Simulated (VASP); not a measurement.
# SnO2 (Fm-3m) in VASP: settings compared

Aim: see how the results for SnO2 move with the level of theory and the settings. Levels: PBEsol, PBE, r2SCAN. Tasks: single point.

All numbers are computed with VASP 6.6.1; they aren't measurements. Logs are shortened: lines on timing, memory, paths and dates and some standing lists are left out, and cuts for length are marked.

### Step 1. The cell of the first run

Symmetry: Fm-3m, No. 225, cubic system. Conventional cell: a = 5.084 Å, b = 5.084 Å, c = 5.084 Å, α = 90.00°, β = 90.00°, γ = 90.00°. Within 2.9 Å of Sn (site symmetry m-3m) lie 8 O at 2.20 Å. O (site symmetry -43m) has 4 Sn at 2.20 Å and 6 O at 2.54 Å within 2.9 Å.

### Step 2. Single point, PBEsol

Contents of INCAR:

```
SYSTEM = SnO2
PREC = Accurate
ENCUT = 520
EDIFF = 1E-7
ISMEAR = -1
SIGMA = 0.02
LREAL = .FALSE.
LASPH = .TRUE.
NELM = 80
ALGO = Normal
ISIF = 2
LWAVE = .FALSE.
LCHARG = .FALSE.
GGA = PS
NBANDS = 20
```

Contents of KPOINTS:

```
Automatic mesh
0
G
  8 8 8
  0 0 0
```

Contents of POSCAR:

```
SnO2
1.0
    0.0000000000      2.5421658042      2.5421658042
    2.5421658042      0.0000000000      2.5421658042
    2.5421658042      2.5421658042      0.0000000000
Sn O
1 2
Direct
    0.0000000000      0.0000000000      0.0000000000
    0.2500000000      0.2500000000      0.2500000000
    0.7500000000      0.7500000000      0.7500000000
```

Potentials or basis: VASP PAW PBE potentials, release 64 (Sn_d, O).

Run with:

```bash
$ cat potpaw_PBE.64/Sn_d/POTCAR potpaw_PBE.64/O/POTCAR > POTCAR
$ mpirun -np 1 vasp_std > vasp.out
```

OUTCAR:

```text
SYSTEM = SnO2
   PREC = Accurate
   ENCUT = 520
   EDIFF = 1E-7
   ISMEAR = -1
   LREAL = .FALSE.
   LASPH = .TRUE.
   NELM = 80
   ISIF = 2
   GGA = PS

 ion  position               nearest neighbor table
   1  0.000  0.000  0.000-   3 2.20   2 2.20   3 2.20   2 2.20   3 2.20   3 2.20   2 2.20   2 2.20

   2  0.250  0.250  0.250-   1 2.20   1 2.20   1 2.20   1 2.20
   3  0.750  0.750  0.750-   1 2.20   1 2.20   1 2.20   1 2.20

  LATTYP: Found a face centered cubic cell.
 ALAT       =     5.0843316084

  Lattice vectors:

 A1 = (   0.0000000000,   2.5421658042,   2.5421658042)
 A2 = (   2.5421658042,   0.0000000000,   2.5421658042)
 A3 = (   2.5421658042,   2.5421658042,   0.0000000000)

Analysis of symmetry for initial positions (statically):
=====================================================================
 Subroutine PRICEL returns:
 Original cell was already a primitive cell.

 Routine SETGRP: Setting up the symmetry group for a
 face centered cubic supercell.

 Subroutine GETGRP returns: Found 48 space group operations
 (whereof 48 operations were pure point group operations)
 out of a pool of 48 trial point group operations.

The static configuration has the point symmetry O_h .

Analysis of symmetry for dynamics (positions and initial velocities):
=====================================================================
 Subroutine PRICEL returns:
 Original cell was already a primitive cell.

 Routine SETGRP: Setting up the symmetry group for a
 face centered cubic supercell.

 Subroutine GETGRP returns: Found 48 space group operations
 (whereof 48 operations were pure point group operations)
 out of a pool of 48 trial point group operations.

The dynamic configuration has the point symmetry O_h .

 Subroutine INISYM returns: Found 48 space group operations
 (whereof 48 operations are pure point group operations),
 and found     1 'primitive' translations

----------------------------------------------------------------------------------------

                                     Primitive cell

  volume of cell :      32.8580

  direct lattice vectors                    reciprocal lattice vectors
     0.000000000  2.542165804  2.542165804    -0.196682687  0.196682687  0.196682687
     2.542165804  0.000000000  2.542165804     0.196682687 -0.196682687  0.196682687
     2.542165804  2.542165804  0.000000000     0.196682687  0.196682687 -0.196682687

  length of vectors
     3.595165358  3.595165358  3.595165358     0.340664406  0.340664406  0.340664406

  position of ions in fractional coordinates (direct lattice)
     0.000000000  0.000000000  0.000000000
     0.250000000  0.250000000  0.250000000
     0.750000000  0.750000000  0.750000000

  ion indices of the primitive-cell ions
   primitive index   ion index
                 1           1
                 2           2
                 3           3

----------------------------------------------------------------------------------------

 KPOINTS: Automatic mesh

Automatic generation of k-mesh.
 Grid dimensions read from file:
 generate k-points for:    8    8    8

 Generating k-lattice:

  Cartesian coordinates                     Fractional coordinates (reciprocal lattice)
    -0.024585336  0.024585336  0.024585336     0.125000000  0.000000000  0.000000000
     0.024585336 -0.024585336  0.024585336     0.000000000  0.125000000  0.000000000
     0.024585336  0.024585336 -0.024585336     0.000000000  0.000000000  0.125000000

  Length of vectors
     0.042583051  0.042583051  0.042583051

  Shift w.r.t. Gamma in fractional coordinates (k-lattice)
     0.000000000  0.000000000  0.000000000

 Subroutine IBZKPT returns following result:
 ===========================================

 Found     29 irreducible k-points:

 Following reciprocal coordinates:
            Coordinates               Weight
  0.000000  0.000000  0.000000      1.000000
  0.125000  0.000000  0.000000      8.000000
  0.250000  0.000000  0.000000      8.000000
  0.375000  0.000000  0.000000      8.000000
  0.500000  0.000000  0.000000      4.000000
  0.125000  0.125000  0.000000      6.000000
[... 16 lines left out ...]
  0.500000  0.250000  0.125000     48.000000
 -0.375000  0.250000  0.125000     24.000000
 [... further k-points ...]
   k-points           NKPTS =     29   k-points in BZ     NKDIM =     29   number of bands    NBANDS=     20
   number of dos      NEDOS =    301   number of ions     NIONS =      3
   total plane-waves  NPLWV =  21952
   dimension x,y,z NGX =    28 NGY =   28 NGZ =   28
   dimension x,y,z NGXF=    56 NGYF=   56 NGZF=   56
   ions per type =               1   2
   NGX,Y,Z   is equivalent  to a cutoff of  12.95, 12.95, 12.95 a.u.
   NGXF,Y,Z  is equivalent  to a cutoff of  25.90, 25.90, 25.90 a.u.
 SYSTEM =  SnO2
   PREC   = accura    normal or accurate (medium, high low for compatibility)
   ISTART =      0    job   : 0-new  1-cont  2-samecut
   ICHARG =      2    charge: 1-file 2-atom 10-const
   ISPIN  =      1    spin polarized calculation?
   LNONCOLLINEAR =      F non collinear calculations
   LSORBIT =      F    spin-orbit coupling
   LASPH  =      T    aspherical Exc in radial PAW
   ENCUT  =  520.0 eV  38.22 Ry    6.18 a.u.   6.68  6.68  6.68*2*pi/ulx,y,z
   NELM   =     80;   NELMIN=  2; NELMDL= -5     # of ELM steps
   EDIFF  = 0.1E-06   stopping-criterion for ELM
   LREAL  =      F    real-space projection
   EDIFFG = 0.1E-05   stopping-criterion for IOM
   NSW    =      0    number of steps for IOM
   IBRION =     -1    ionic relax: 0-MD 1-quasi-New 2-CG
   NFREE  =      0    steps in history (QN), initial steepest desc. (CG)
   ISIF   =      2    stress and relaxation
   ISYM   =      2    0-nonsym 1-usesym 2-fastsym
   POTIM  = 0.5000    time-step for ionic-motion
   TEBEG  =    0.0;   TEEND  =   0.0 temperature during run
   PSTRESS=    0.0 pullay stress
   NELECT =      26.0000    total number of electrons
   NUPDOWN=      -1.0000    fix difference up-down
   EMIN   =  10.00;   EMAX   =-10.00  energy-range for DOS
   EFERMI =   0.00;   METHOD = LEGACY
   ISMEAR =    -1;   SIGMA  =   0.02  broadening in eV -4-tet -1-fermi 0-gaus
   EFERMI_NEDOS =   21; number of points for ismear=-14 and -15
   IALGO  =     38    algorithm
   IMIX   =      4    mixing-type and parameters
     AMIX     =   0.40;   BMIX     =  1.00
     AMIX_MAG =   1.60;   BMIX_MAG =  1.00
  volume/ion in A,a.u.               =      10.95        73.91
  Fermi-wavevector in a.u.,A,eV,Ry     =   1.514208  2.861437 31.195772  2.292825
  Thomas-Fermi vector in A             =   2.623896
   LORBIT       =      0    0 simple, 1 ext, 2 COOP (PROOUT), +10 PAW based schemes
   GGA     = PS    functional components
   LHFCALC =     F    Hartree Fock is set to
   AEXX    =    0.0000 exact exchange contribution
   IVDW    =     0    specifies the selected vdW correction
   LEPSILON=     F    determine dielectric tensor
   LRPA    =     F    only Hartree local field effects (RPA)
 non-spin polarized calculation
  energy-cutoff  :      520.00
  volume of cell :       32.86
 maximum number of plane-waves:       905
   NGX = 13   NGY = 13   NGZ = 13

 number of electron      25.9999984 magnetization

 Free energy of the ion-electron system (eV)
  ---------------------------------------------------
  ext. energy  EPLUGINS =         0.00000000
  ---------------------------------------------------
  free energy    TOTEN  =       -19.17490632 eV

  energy without entropy =      -19.17478615  energy(sigma->0) =      -19.17484624

 E-fermi :   7.8227     XC(G=0): -12.1443

 val. band max:        7.7514776780   @ k =  -0.2500   0.5000   0.2500
 cond. band min:       7.8496984291   @ k =   0.0000   0.0000   0.0000
 fundamental gap:      0.0982207511
 Fermi energy:         7.8227078354

 k-point     1 :       0.0000    0.0000    0.0000
  band No.  band energies     occupation
      1     -12.7003      2.00000
      2     -12.7003      2.00000
      3     -12.7003      2.00000
      4     -12.5421      2.00000
      5     -12.5421      2.00000
      6     -11.8662      2.00000
[... 12 lines left out ...]
     19      22.8378      0.00000
     20      22.8378      0.00000

 k-point     2 :       0.1250    0.0000    0.0000
  band No.  band energies     occupation
      1     -12.7672      2.00000
      2     -12.6878      2.00000
      3     -12.6878      2.00000
      4     -12.5425      2.00000
      5     -12.5425      2.00000
      6     -11.6981      2.00000
[... 12 lines left out ...]
     19      22.8834      0.00000
     20      22.8834      0.00000

 k-point     3 :       0.2500    0.0000    0.0000
  band No.  band energies     occupation
      1     -12.9468      2.00000
      2     -12.6643      2.00000
      3     -12.6643      2.00000
      4     -12.5364      2.00000
      5     -12.5364      2.00000
      6     -11.1712      2.00000
[... 12 lines left out ...]
     19      22.9863      0.00000
     20      23.6666      0.00000

 k-point     4 :       0.3750    0.0000    0.0000
  band No.  band energies     occupation
      1     -13.1248      2.00000
      2     -12.6531      2.00000
      3     -12.6531      2.00000
      4     -12.5175      2.00000
      5     -12.5175      2.00000
      6     -10.3648      2.00000
[... 12 lines left out ...]
     19      22.9974      0.00000
     20      23.5448      0.00000

 k-point     5 :       0.5000    0.0000    0.0000
  band No.  band energies     occupation
      1     -13.1961      2.00000
      2     -12.6518      2.00000
      3     -12.6518      2.00000
      4     -12.5061      2.00000
      5     -12.5061      2.00000
      6      -9.7007      2.00000
[... 12 lines left out ...]
     19      22.9100      0.00000
     20      23.1504      0.00000

 k-point     6 :       0.1250    0.1250    0.0000
  band No.  band energies     occupation
      1     -12.7931      2.00000
      2     -12.6763      2.00000
      3     -12.6763      2.00000
      4     -12.5522      2.00000
      5     -12.5353      2.00000
      6     -11.6569      2.00000
[... 12 lines left out ...]
     19      23.0255      0.00000
     20      23.1139      0.00000

 k-point     7 :       0.2500    0.1250    0.0000
  band No.  band energies     occupation
      1     -12.9088      2.00000
      2     -12.6792      2.00000
      3     -12.6502      2.00000
      4     -12.5597      2.00000
      5     -12.5268      2.00000
      6     -11.2655      2.00000
[... 12 lines left out ...]
     19      23.2460      0.00000
     20      24.6204      0.00000
[... 277 lines left out ...]
 k-point    20 :      -0.3750    0.3750    0.0000
  band No.  band energies     occupation
      1     -13.1449      2.00000
      2     -12.7787      2.00000
      3     -12.5934      2.00000
      4     -12.5507      2.00000
      5     -12.5180      2.00000
      6      -9.4351      2.00000
[... 12 lines left out ...]
     19      24.2951      0.00000
     20      25.8756      0.00000

 k-point    21 :       0.5000    0.5000    0.0000
  band No.  band energies     occupation
      1     -13.2853      2.00000
      2     -12.6203      2.00000
      3     -12.5284      2.00000
      4     -12.5284      2.00000
      5     -12.4955      2.00000
      6     -10.0691      2.00000
[... 12 lines left out ...]
     19      24.7865      0.00000
     20      25.2999      0.00000

 k-point    22 :       0.3750    0.2500    0.1250
  band No.  band energies     occupation
      1     -12.9910      2.00000
      2     -12.7193      2.00000
      3     -12.6208      2.00000
      4     -12.5695      2.00000
      5     -12.5232      2.00000
      6     -10.7831      2.00000
[... 12 lines left out ...]
     19      23.4024      0.00000
     20      26.1932      0.00000

 k-point    23 :       0.5000    0.2500    0.1250
  band No.  band energies     occupation
      1     -13.0574      2.00000
      2     -12.7944      2.00000
      3     -12.6005      2.00000
      4     -12.5668      2.00000
      5     -12.5201      2.00000
      6     -10.0154      2.00000
[... 12 lines left out ...]
     19      23.4395      0.00000
     20      26.5630      0.00000

 k-point    24 :      -0.3750    0.2500    0.1250
  band No.  band energies     occupation
      1     -13.0887      2.00000
      2     -12.8220      2.00000
      3     -12.5977      2.00000
      4     -12.5630      2.00000
      5     -12.5150      2.00000
      6      -9.3000      2.00000
[... 12 lines left out ...]
     19      23.4112      0.00000
     20      27.0370      0.00000

 [... further k-points ...]
[... 5 lines left out ...]
  --------------------------------------------------------------------------------------
  -------------------------------------------------------------------------------------
  Total        0.1322786      0.1322786      0.1322786      0.0000000      0.0000000      0.0000000
  in kB        6.4499815      6.4499815      6.4499815      0.0000000      0.0000000      0.0000000
  external PRESSURE =       6.4499815 kB  Pullay stress =       0.0000000 kB

 VOLUME and BASIS-vectors are now :
 -----------------------------------------------------------------------------
  energy-cutoff  :      520.00
  volume of cell :       32.86
      direct lattice vectors                 reciprocal lattice vectors
     0.000000000  2.542165804  2.542165804    -0.196682687  0.196682687  0.196682687
     2.542165804  0.000000000  2.542165804     0.196682687 -0.196682687  0.196682687
     2.542165804  2.542165804  0.000000000     0.196682687  0.196682687 -0.196682687

 POSITION                                       TOTAL-FORCE (eV/Angst)
 -----------------------------------------------------------------------------------
      0.00000      0.00000      0.00000        -0.000000      0.000000     -0.000000
      1.27108      1.27108      1.27108         0.000000      0.000000      0.000000
      3.81325      3.81325      3.81325        -0.000000     -0.000000     -0.000000
 -----------------------------------------------------------------------------------
    total drift:                               -0.000000     -0.000000      0.000000

  FREE ENERGIE OF THE ION-ELECTRON SYSTEM (eV)
  ---------------------------------------------------
  free  energy   TOTEN  =       -19.1749063238 eV

  energy  without entropy=      -19.1747861534  energy(sigma->0) =      -19.17484624
```

Run time: 10 s. Hardware: 1 thread of Intel Xeon 6975P-C (Granite Rapids), shared host; peak memory 0.16 GiB.

Results:

```yaml
Free_energy: -19.1749 eV
Pressure: 0.6 GPa
Band_gap_on_the_k_mesh: 0.10 eV, indirect (least direct gap 1.50 eV)
```

Levels at points of the mesh, in eV from the valence-band top:
| k point | band 9 | band 10 | band 11 | band 12 | band 13 | band 14 | band 15 | band 16 | band 17 | band 18 |
| --- | --- | --- | --- | --- | --- | --- | --- | --- | --- | --- |
| (0.00, 0.00, 0.00) | -2.93 | -2.93 | -1.40 | -1.40 | -1.40 | 0.10 | 6.92 | 6.92 | 6.92 | 13.14 |
| (0.50, 0.00, 0.00) | -3.94 | -3.44 | -3.44 | -2.14 | -2.14 | 4.77 | 7.84 | 10.23 | 10.23 | 15.16 |
| (0.50, 0.50, 0.00) | -5.57 | -5.57 | -0.20 | -0.20 | -0.12 | 3.12 | 7.04 | 9.69 | 12.07 | 12.07 |

Caveat: the PAW data sets were made with another functional, which shifts forces and pressure a little; spin-orbit coupling is left out, which moves the levels of the heavy elements.

(Part 1 of 2 ends here.)
